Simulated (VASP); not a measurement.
Runs of VASP 6.6.1 on Hg. The structure is that of space group P6_3/mmc (No. 194), or close to it. The cells are those of the table. 

```tsv
cell	gap on the mesh (eV)	pressure (GPa)
a = 3.520, b = 3.520, c = 4.810 Å, angles 90.0, 90.0, 120.0°, 2 atoms	none	(b)
a = 3.296, b = 3.296, c = 4.969 Å, angles 90.0, 90.0, 120.0°, 2 atoms	none	2.8
a = 3.296, b = 3.296, c = 4.810 Å, angles 90.0, 90.0, 120.0°, 2 atoms	none	4.4
a = 3.352, b = 3.352, c = 4.810 Å, angles 90.0, 90.0, 120.0°, 2 atoms	none	2.9
a = 3.464, b = 3.464, c = 4.969 Å, angles 90.0, 90.0, 120.0°, 2 atoms	none	(a)
a = 3.185, b = 3.185, c = 5.128 Å, angles 90.0, 90.0, 120.0°, 2 atoms	none	4.2
a = 3.240, b = 3.241, c = 4.969 Å, angles 90.0, 90.0, 120.0°, 2 atoms	none	4.3
a = 3.296, b = 3.296, c = 5.128 Å, angles 90.0, 90.0, 120.0°, 2 atoms	none	1.7
```

Alike in all rows: task single point; level PBE+D3(BJ); potentials or basis VASP PAW PBE potentials, release 64 (Hg); no spin polarisation; k mesh 15 × 15 × 8; cutoff (eV) 520; smearing gaussian 0.15 eV.

Problem. Estimate the missing entries.

Solution. (a) 0.0; (b) -0.1.

Caveats: spin-orbit coupling is left out, which moves the levels of the heavy elements; the cell stands under pressure (at least some runs).

A k mesh can miss the band edges, and the runs leave out spin-orbit coupling on Hg.

A gap of «none» marks levels without a gap at the run's occupations.
